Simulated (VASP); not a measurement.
Set up this calculation in VASP 6.6.1, as the native input.

```
Task                   : single point
Functional             : PBEsol
Potentials or basis    : VASP PAW PBE potentials, release 64 (Co, Si)
Cutoff                 : 520 eV
k mesh                 : 9 × 9 × 11
Occupations            : gaussian, width 0.1 eV
Spin                   : no spin polarisation
Dipole correction      : no
Further INCAR settings : ALGO = Normal; EDIFF = 1e-06; NBANDS = 16; ISYM = 0
```

The structure of CoSi2 lies in POSCAR:

```
CoSi2
1.0
    3.7565102939      0.0000000000      0.0000000000
   -1.8782551469      3.2532333441      0.0000000000
    1.8782551469      1.0844111147      3.0671778112
Co Si
1 2
Direct
    0.0000000000      0.0000000000      0.0000000000
    0.5000000000      0.7500000000      0.7500000000
    0.5000000000      0.2500000000      0.2500000000
```

These files were run (other wordings do the same):

INCAR

```
SYSTEM = CoSi2
ALGO = Normal
EDIFF = 1E-6
ENCUT = 520
GGA = PS
ISIF = 2
ISMEAR = 0
ISYM = 0
LASPH = .TRUE.
LCHARG = .FALSE.
LREAL = .FALSE.
LWAVE = .FALSE.
NBANDS = 16
NELM = 60
PREC = Accurate
SIGMA = 0.1
```

KPOINTS

```
k-points
0
G
  9 9 11
  0 0 0
```

Potentials or basis: VASP PAW PBE potentials, release 64 (Co, Si).

Command:

```console
$ cat potpaw_PBE.64/Co/POTCAR potpaw_PBE.64/Si/POTCAR > POTCAR
$ mpirun -np 1 vasp_std > vasp.out
```

Results of the run:

```yaml
Pressure: 0.0 GPa
```

Caveat: the PAW data sets were made with another functional, which shifts forces and pressure a little.

It took 2.4 min on 1 thread of Intel(R) Xeon(R) Platinum 8488C (Sapphire Rapids), with other jobs on the host, peak memory 0.36 GiB.
